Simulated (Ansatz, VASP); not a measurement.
## PbO in VASP and in Ansatz

```
Pb O
1.0
     4.03402    0.00000    0.00000
     0.00000    4.03402    0.00000
     0.00000    0.00000    4.87134
Pb O
2 2
Direct
  0.00000 0.50000 0.23510
  0.50000 0.00000 0.76490
  0.00000 0.00000 0.00000
  0.50000 0.50000 0.00000
```

Change from the starting cell: strain +0.015 along x and y, -0.030 along z, atoms carried along.

Alike in both runs: task single point; functional PBE; k mesh 8 × 8 × 6; occupations gaussian, width 0.05 eV; no spin polarisation.

|  | VASP | Ansatz |
| --- | --- | --- |
| version | VASP 6.6.1 | Ansatz 0.2.0 |
| potentials or method | VASP PAW PBE potentials, release 64 (Pb_d, O), cutoff 520 eV | scalar-relativistic, plane waves, PAW |
| valence electrons in the cell | 40 | 40 |

|  | VASP | Ansatz | Ansatz less VASP |
| --- | --- | --- | --- |
| gap on the k mesh at the Fermi level (eV) | 1.35 | 1.35 | -0.006 |
| least direct gap on the mesh (eV) | 2.24 | 2.26 | +0.027 |
| pressure (GPa) | 4.5 | 4.4 | -0.09 |
| traceless stress, the component that is largest in VASP (GPa) | 0.47 | 0.50 | +0.031 |
| rms of the force components (eV/Å) | 0.258 | 0.241 | -0.0174 |

Atom by atom the forces differ by 0.017 eV/Å (rms over components).

Spin-orbit coupling is off throughout.
